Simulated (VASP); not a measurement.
Wanted: the native input for a VASP 6.6.1 run.

| Item | Value |
| --- | --- |
| Task | single point |
| Functional | PBE |
| Potentials or basis | VASP PAW PBE potentials, release 64 (Zn, S, Se) |
| Cutoff | 500 eV |
| k mesh | 4 × 4 × 4 |
| Occupations | gaussian, width 0.1 eV |
| Spin | no spin polarisation |
| Dipole correction | no |
| Further INCAR settings | ALGO = Normal; EDIFF = 1e-06; NBANDS = 86 |

The structure of Zn4SeS3 lies in POSCAR:

```
Zn4SeS3
1.0
   -2.7578448838     -5.5144475919     -2.7581076956
   -5.5140950650      2.7564420104      2.7580765642
    0.0006938290      5.5138674132     -5.5157488628
Zn S Se
8 6 2
Direct
    0.4979218836      0.2455313009      0.8756970064
    0.4958895533      0.2633753315      0.3729420179
    0.0105781282      0.0149042838      0.5014535215
    0.0013157955     -0.0024918874      0.0013325050
    0.5112243492      0.7456891238      0.6362143728
   -0.0055801571      0.4917548233      0.7564526538
    0.4950842402      0.7445659985      0.1157058261
   -0.0063237071      0.4967655891      0.2402257854
    0.6239067855      0.4324486905      0.6601207860
    0.1267785151      0.1867103239      0.7858843743
    0.6220627218      0.4374291079      0.1514966466
    0.1252905333      0.1921323495      0.2769210465
    0.6287981591      0.9382564109      0.9090894167
    0.1227212704      0.6864303064      0.0291683622
    0.6250827456      0.9408694261      0.4047976033
    0.1252491835      0.6856288212      0.5324980756
```

These files were run (other wordings do the same):

INCAR

```
PREC     = Accurate       # precision mode
ENCUT    = 500            # plane-wave cutoff, eV
EDIFF    = 1E-6           # SCF threshold, eV
ISMEAR   = 0              # smearing method
SIGMA    = 0.1            # smearing width, eV
LREAL    = F              # projectors in reciprocal space
LASPH    = T              # aspherical terms in the spheres
NELM     = 120            # most SCF steps
ALGO     = Normal         # electronic algorithm
ISIF     = 2              # what is computed and relaxed
LWAVE    = F              # write WAVECAR
LCHARG   = F              # write CHGCAR
GGA      = PE             # functional
NBANDS   = 86             # bands
GGA_COMPAT= F
```

KPOINTS

```
regular mesh
0
Gamma
  4 4 4
```

Potentials or basis: VASP PAW PBE potentials, release 64 (Zn, S, Se).

Launch:

```console
$ cat potpaw_PBE.64/Zn/POTCAR potpaw_PBE.64/S/POTCAR potpaw_PBE.64/Se/POTCAR > POTCAR
$ mpirun -np 1 vasp_std > vasp.out
```

Results of the run:

- Pressure: 0.1 GPa
- Largest force: 0.014 eV/Å
- Band gap on the k mesh: 1.74 eV

It took 41 min on 1 thread of Intel Xeon 8259CL, with other jobs on the host, peak memory 0.85 GiB.
